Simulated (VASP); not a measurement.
# NaH (P1) in VASP: notebook

Runs on NaH. Level: PBE. Tasks: single point, molecular dynamics.

All numbers are computed with VASP 6.6.1; they aren't measurements. Logs are shortened: lines on timing, memory, paths and dates and some standing lists are left out, and cuts for length are marked.

## Step 1: The cell of the first run

The typed cell holds 8 atoms: a = 6.005 Å, b = 6.037 Å, c = 3.482 Å, α = 90.90°, β = 73.20°, γ = 99.14°.

## Step 2: Single point, PBE

Contents of INCAR:

```
ALGO     = Normal         # electronic algorithm
EDIFF    = 1E-7           # SCF threshold, eV
ENCUT    = 520            # plane-wave cutoff, eV
GGA      = PE             # functional
ISIF     = 2              # what is computed and relaxed
ISMEAR   = -1             # smearing method
LASPH    = T              # aspherical terms in the spheres
LCHARG   = F              # write CHGCAR
LREAL    = F              # projectors in reciprocal space
LWAVE    = F              # write WAVECAR
NBANDS   = 26             # bands
NELM     = 100            # most SCF steps
PREC     = Accurate       # precision mode
SIGMA    = 0.05           # smearing width, eV
```

Contents of KPOINTS:

```
k-points
0
Gamma
  3 3 4
```

Contents of POSCAR:

```
NaH
1.0
   -2.4409150000      4.8988410000      2.4696460000
    2.4067750000     -2.4736980000      4.9537070000
    2.4543370000      2.4691570000     -0.0260520000
Na H
4 4
Direct
    0.9944981914      0.9926979202      0.0110209054
    0.0012635378      0.4942471790      0.5216567384
    0.5052743479      0.7415178526      0.7388280848
    0.4989708509      0.2325427229      0.2526439616
    0.2429609393      0.3699419343      0.8580708364
    0.2295735396      0.8710950325      0.4072214815
    0.7366905378      0.1008003351      0.6624506974
    0.7566569158      0.6358354925      0.1070726017
```

Potentials or basis: VASP PAW PBE potentials, release 64 (Na_pv, H).

Launch:

```bash
cat potpaw_PBE.64/Na_pv/POTCAR potpaw_PBE.64/H/POTCAR > POTCAR
mpirun -np 1 vasp_std > vasp.out
```

OUTCAR:

```text
EDIFF = 1E-7
   ENCUT = 520
   GGA = PE
   ISIF = 2
   ISMEAR = -1
   LASPH = T
   LREAL = F
   NELM = 100
   PREC = Accurate

 ion  position               nearest neighbor table
   1  0.994  0.993  0.011-
   2  0.001  0.494  0.522-
   3  0.505  0.742  0.739-
   4  0.499  0.233  0.253-
   5  0.243  0.370  0.858-
   6  0.230  0.871  0.407-
   7  0.737  0.101  0.662-
   8  0.757  0.636  0.107-

  LATTYP: Found a triclinic cell.
 ALAT       =     6.0374631045
 B/A-ratio  =     1.1621698143
 C/A-ratio  =     1.9052552047
 COS(alpha) =     0.0009750950
 COS(beta)  =     0.4324354914
 COS(gamma) =     0.8682486053

  Lattice vectors:

 A1 = (  -2.4067750000,   2.4736980000,  -4.9537070000)
 A2 = (   0.0475620000,   4.9428550000,  -4.9797590000)
 A3 = (  -4.8745340000,  -7.3634570000,  -7.3712490000)

Analysis of symmetry for initial positions (statically):
=====================================================================
 Subroutine PRICEL returns:
 Original cell was already a primitive cell.

 Routine SETGRP: Setting up the symmetry group for a
 triclinic supercell.

 Subroutine GETGRP returns: Found  1 space group operations
 (whereof  1 operations were pure point group operations)
 out of a pool of  2 trial point group operations.

The static configuration has the point symmetry C_1 .

Analysis of symmetry for dynamics (positions and initial velocities):
=====================================================================
 Subroutine PRICEL returns:
 Original cell was already a primitive cell.

 Routine SETGRP: Setting up the symmetry group for a
 triclinic supercell.

 Subroutine GETGRP returns: Found  1 space group operations
 (whereof  1 operations were pure point group operations)
 out of a pool of  2 trial point group operations.

The dynamic configuration has the point symmetry C_1 .

 Subroutine INISYM returns: Found  1 space group operations
[... 92 lines left out ...]
   NGXF,Y,Z  is equivalent  to a cutoff of  26.58, 26.43, 26.74 a.u.
 SYSTEM =  unknown system
   PREC   = accura    normal or accurate (medium, high low for compatibility)
   ISTART =      0    job   : 0-new  1-cont  2-samecut
   ICHARG =      2    charge: 1-file 2-atom 10-const
   ISPIN  =      1    spin polarized calculation?
   LNONCOLLINEAR =      F non collinear calculations
   LSORBIT =      F    spin-orbit coupling
   LASPH  =      T    aspherical Exc in radial PAW
   ENCUT  =  520.0 eV  38.22 Ry    6.18 a.u.  11.16 11.23  6.47*2*pi/ulx,y,z
   NELM   =    100;   NELMIN=  2; NELMDL= -5     # of ELM steps
   EDIFF  = 0.1E-06   stopping-criterion for ELM
   LREAL  =      F    real-space projection
   EDIFFG = 0.1E-05   stopping-criterion for IOM
   NSW    =      0    number of steps for IOM
   IBRION =     -1    ionic relax: 0-MD 1-quasi-New 2-CG
   NFREE  =      0    steps in history (QN), initial steepest desc. (CG)
   ISIF   =      2    stress and relaxation
   ISYM   =      2    0-nonsym 1-usesym 2-fastsym
   POTIM  = 0.5000    time-step for ionic-motion
   TEBEG  =    0.0;   TEEND  =   0.0 temperature during run
   PSTRESS=    0.0 pullay stress
   NELECT =      32.0000    total number of electrons
   NUPDOWN=      -1.0000    fix difference up-down
   EMIN   =  10.00;   EMAX   =-10.00  energy-range for DOS
   EFERMI =   0.00;   METHOD = LEGACY
   ISMEAR =    -1;   SIGMA  =   0.05  broadening in eV -4-tet -1-fermi 0-gaus
   EFERMI_NEDOS =   21; number of points for ismear=-14 and -15
   IALGO  =     38    algorithm
   IMIX   =      4    mixing-type and parameters
     AMIX     =   0.40;   BMIX     =  1.00
     AMIX_MAG =   1.60;   BMIX_MAG =  1.00
  volume/ion in A,a.u.               =      14.90       100.58
  Fermi-wavevector in a.u.,A,eV,Ry     =   1.055978  1.995509 15.171720  1.115090
  Thomas-Fermi vector in A             =   2.191197
   LORBIT       =      0    0 simple, 1 ext, 2 COOP (PROOUT), +10 PAW based schemes
   GGA     = PE    functional components
[... 5 lines left out ...]
 non-spin polarized calculation
  energy-cutoff  :      520.00
  volume of cell :      119.24
 maximum number of plane-waves:      3230
 NGX is ok and might be reduce to    48
   NGX = 23   NGY = 23   NGZ = 13

 number of electron      32.0000004 magnetization

 Free energy of the ion-electron system (eV)
  ---------------------------------------------------
  ext. energy  EPLUGINS =         0.00000000
  ---------------------------------------------------
  free energy    TOTEN  =       -20.26607882 eV

  energy without entropy =      -20.26607882  energy(sigma->0) =      -20.26607882

 E-fermi :  -0.1901     XC(G=0):  -7.5831

 val. band max:       -1.2809788054   @ k =   0.0000  -0.3333   0.2500
 cond. band min:       2.3966150768   @ k =   0.0000   0.0000   0.0000
 fundamental gap:      3.6775938822
 Fermi energy:        -0.1900853777

 k-point     1 :       0.0000    0.0000    0.0000
  band No.  band energies     occupation
      1     -23.6425      2.00000
      2     -23.6380      2.00000
      3     -23.6036      2.00000
      4     -23.5535      2.00000
      5     -23.5441      2.00000
      6     -23.5173      2.00000
[... 540 lines left out ...]
     25       8.4336      0.00000
     26       8.6620      0.00000

------------------------ aborting loop because EDIFF is reached ----------------------------------------

  FORCE on cell =-STRESS in cart. coord.  units (eV):
  Direction    XX          YY          ZZ          XY          YZ          ZX
  --------------------------------------------------------------------------------------
  -------------------------------------------------------------------------------------
  Total       -0.6499905     -0.7508082     -0.8630280     -0.1315581      0.1390207      0.1926046
  in kB       -8.7338958    -10.0885789    -11.5964708     -1.7677403      1.8680158      2.5880204
  external PRESSURE =     -10.1396485 kB  Pullay stress =       0.0000000 kB

 VOLUME and BASIS-vectors are now :
 -----------------------------------------------------------------------------
  energy-cutoff  :      520.00
  volume of cell :      119.24
      direct lattice vectors                 reciprocal lattice vectors
    -2.440915000  4.898841000  2.469646000    -0.102041106  0.102491741  0.100757594
     2.406775000 -2.473698000  4.953707000     0.052211887 -0.050301270  0.151383113
     2.454337000  2.469157000 -0.026052000     0.254758849  0.151257740 -0.048242914

 POSITION                                       TOTAL-FORCE (eV/Angst)
 -----------------------------------------------------------------------------------
     -0.01124      2.44347      7.37331        -0.017422      0.057366     -0.001039
      2.46678      0.07162      2.43789        -0.041375     -0.094361      0.054541
      2.36467      2.46525      4.90186         0.077439     -0.035274     -0.056075
     -0.03819      2.49296      2.37765         0.087133     -0.053940     -0.006726
      2.40332      2.39381      2.41026         0.035159      0.130408      0.013041
      2.53562     -0.02469      4.87151        -0.169869      0.061594      0.060959
      0.07028      4.99528      2.30144        -0.020350     -0.138246      0.177920
     -0.05383      2.39826      5.01563         0.049284      0.072453     -0.242622
 -----------------------------------------------------------------------------------
    total drift:                                0.000585     -0.000065      0.001839

  FREE ENERGIE OF THE ION-ELECTRON SYSTEM (eV)
  ---------------------------------------------------
  free  energy   TOTEN  =       -20.2660788238 eV

  energy  without entropy=      -20.2660788237  energy(sigma->0) =      -20.26607882
```

Run time: 76 s. Hardware: 1 thread of AMD EPYC 7R43 (Zen 3), shared host; peak memory 0.2 GiB.

Results:

* Free energy: -20.2661 eV
* Pressure: -1.0 GPa
* Largest force: 0.258 eV/Å
* Band gap on the k mesh: 3.68 eV

Forces on the atoms (eV/Å):
```
Na  -0.017  0.057 -0.001
Na  -0.041 -0.094  0.055
Na   0.077 -0.035 -0.056
Na   0.087 -0.054 -0.007
H    0.035  0.130  0.013
H   -0.170  0.062  0.061
H   -0.020 -0.138  0.178
H    0.049  0.072 -0.243
```

Stress tensor (GPa, compression positive):
```
-0.87 -0.18  0.26
-0.18 -1.01  0.19
 0.26  0.19 -1.16
```

Caveat: the k points lie up to 0.47 Å⁻¹ apart.

## Step 3: Single point, PBE

Contents of INCAR:

```
SYSTEM = NaH
PREC     = Accurate       ! precision mode
ENCUT    = 520            ! plane-wave cutoff, eV
EDIFF    = 1E-7           ! SCF threshold, eV
ISMEAR   = -1             ! smearing method
SIGMA    = 0.05           ! smearing width, eV
LREAL    = .FALSE.        ! projectors in reciprocal space
LASPH    = .TRUE.         ! aspherical terms in the spheres
NELM     = 100            ! most SCF steps
ALGO     = Normal         ! electronic algorithm
ISIF     = 2              ! what is computed and relaxed
LWAVE    = .FALSE.        ! write WAVECAR
LCHARG   = .FALSE.        ! write CHGCAR
GGA      = PE             ! functional
NBANDS   = 26             ! bands
```

Contents of KPOINTS:

```
Automatic mesh
0
G
  3 3 4
  0 0 0
```

Contents of POSCAR:

```
NaH
1.0
   -2.4409150000      4.8988410000      2.4696460000
    2.4067750000     -2.4736980000      4.9537070000
    2.4543370000      2.4691570000     -0.0260520000
Na H
4 4
Direct
    0.9948841666      0.9935759479      0.0137352504
   -0.0010587644      0.4946502220      0.5194416488
    0.5080079956      0.7385763375      0.7281470605
    0.4989877957      0.2354845496      0.2616948971
    0.2376823307      0.3641057325      0.8635549201
    0.2316539952      0.8575821426      0.3958630988
    0.7396505916      0.1057399324      0.6622819107
    0.7383224483      0.6210300180      0.1389079076
```

Potentials or basis: VASP PAW PBE potentials, release 64 (Na_pv, H).

Launch:

```bash
cat potpaw_PBE.64/Na_pv/POTCAR potpaw_PBE.64/H/POTCAR > POTCAR
mpirun -np 1 vasp_std > vasp.out
```

It took 76 s on 1 thread of AMD EPYC 7R43 (Zen 3), shared host; peak memory 0.2 GiB.

The run converged. Its results:

```
Free energy            : -20.2882 eV
Pressure               : -1.1 GPa
Largest force          : 0.218 eV/Å
Band gap on the k mesh : 3.69 eV
```

Forces on the atoms (eV/Å):
```
Na  -0.045  0.054 -0.018
Na  -0.042 -0.040  0.004
Na   0.199 -0.035 -0.084
Na   0.052 -0.068 -0.031
H    0.025  0.123  0.005
H   -0.054  0.016  0.107
H   -0.034 -0.105  0.084
H   -0.101  0.054 -0.067
```

Stress tensor (GPa, compression positive):
```
-0.86 -0.18  0.26
-0.18 -1.07  0.19
 0.26  0.19 -1.25
```

Levels at points of the mesh, in eV from the valence-band top:
```
           k point  band 14  band 15  band 16  band 17  band 18  band 19
(0.00, 0.00, 0.00)    -0.81    -0.64    -0.54     3.69     4.88     4.99
(0.00, 0.00, 0.50)    -0.93    -0.18    -0.11     5.00     5.09     5.27
```

Caveat: the k points lie up to 0.47 Å⁻¹ apart.

## Step 4: Single point, PBE

Contents of INCAR:

```
SYSTEM = NaH
PREC = Accurate ; ENCUT = 520
EDIFF = 1E-6 ; ISMEAR = -1
SIGMA = 0.05 ; LREAL = .False.
LASPH = .True. ; NELM = 100
ALGO = Normal ; ISIF = 2
LWAVE = .False. ; LCHARG = .False.
GGA = PE ; NBANDS = 26
```

Contents of KPOINTS:

```
regular mesh
0
Gamma
  3 3 4
  0 0 0
```

Contents of POSCAR:

```
NaH
1.0
   -2.4409150000      4.8988410000      2.4696460000
    2.4067750000     -2.4736980000      4.9537070000
    2.4543370000      2.4691570000     -0.0260520000
Na H
4 4
Direct
    0.9956492607      0.9942058442      0.0163390131
   -0.0033356333      0.4950429812      0.5165072815
    0.5094353902      0.7355892491      0.7194336681
    0.4983558122      0.2384802897      0.2709549577
    0.2415179939      0.3552543513      0.8905617292
    0.2494375029      0.8543110245      0.3696005587
    0.7446020788      0.1235713394      0.6366403525
    0.7280953481      0.5917937881      0.1588666766
```

Launch:

```bash
cat potpaw_PBE.64/Na_pv/POTCAR potpaw_PBE.64/H/POTCAR > POTCAR
mpirun -np 1 vasp_std > vasp.out
```

Run time: 66 s. Hardware: 1 thread of AMD EPYC 7R43 (Zen 3), shared host; peak memory 0.21 GiB.

It converged, with:

```yaml
Free_energy: -20.2689 eV
Pressure: -1.1 GPa
Largest_force: 0.297 eV/Å
Band_gap_on_the_k_mesh: 3.68 eV
```

Forces in eV/Å, atoms in the order of the input:
```
Na  -0.059  0.025  0.065
Na  -0.082  0.065 -0.073
Na   0.259 -0.018 -0.098
Na  -0.005 -0.084 -0.075
H    0.008 -0.024  0.028
H    0.083 -0.037  0.011
H   -0.088  0.102 -0.131
H   -0.116 -0.030  0.272
```

Stress tensor (GPa, compression positive):
```
-0.87 -0.18  0.27
-0.18 -1.14  0.19
 0.27  0.19 -1.14
```

Levels at points of the mesh, in eV from the valence-band top:
| k point | band 13 | band 14 | band 15 | band 16 | band 17 | band 18 | band 19 | band 20 |
| --- | --- | --- | --- | --- | --- | --- | --- | --- |
| (0.00, 0.00, 0.00) | -3.46 | -0.83 | -0.65 | -0.53 | 3.68 | 4.83 | 5.00 | 7.47 |
| (0.00, 0.00, 0.50) | -1.06 | -0.94 | -0.18 | -0.13 | 4.97 | 5.19 | 5.25 | 5.31 |

Caveat: the k points lie up to 0.47 Å⁻¹ apart. A hybrid or GW would open this gap; PBE tends to underestimate it.

## Step 5: Molecular dynamics, PBE

Contents of INCAR:

```
SYSTEM = NaH
PREC = Accurate ; ENCUT = 520
EDIFF = 1E-5 ; ISMEAR = -1
SIGMA = 0.05 ; LREAL = .FALSE.
LASPH = .TRUE. ; NELM = 100
ALGO = Normal ; ISIF = 2
LWAVE = .FALSE. ; LCHARG = .TRUE.
GGA = PE ; IBRION = 0
NSW = 40 ; POTIM = 0.5
TEBEG = 100.0 ; TEEND = 100.0
ISYM = 0 ; NELMIN = 4
RANDOM_SEED = 636652 0 0 ; MDALGO = 2
SMASS = 0
```

Contents of KPOINTS:

```
regular mesh
0
G
  3 3 4
  0 0 0
```

Contents of POSCAR:

```
NaH
1.0
   -2.4409150000      4.8988410000      2.4696460000
    2.4067750000     -2.4736980000      4.9537070000
    2.4543370000      2.4691570000     -0.0260520000
Na H
4 4
Direct
    0.9944360000      0.9916660000      0.0084260000
    0.0035870000      0.4942060000      0.5227610000
    0.5018280000      0.7443260000      0.7502700000
    0.4983770000      0.2299450000      0.2441670000
    0.2566450000      0.3731950000      0.8773080000
    0.2516770000      0.8818240000      0.3878870000
    0.7400710000      0.1218470000      0.6318810000
    0.7580610000      0.6204860000      0.1041130000
```

Launch:

```bash
cat potpaw_PBE.64/Na_pv/POTCAR potpaw_PBE.64/H/POTCAR > POTCAR
mpirun -np 1 vasp_std > vasp.out
```

Run time: 12 min. Hardware: 1 thread of AMD EPYC 7R43 (Zen 3), shared host; peak memory 0.25 GiB.

Caveat: the k points lie up to 0.47 Å⁻¹ apart.
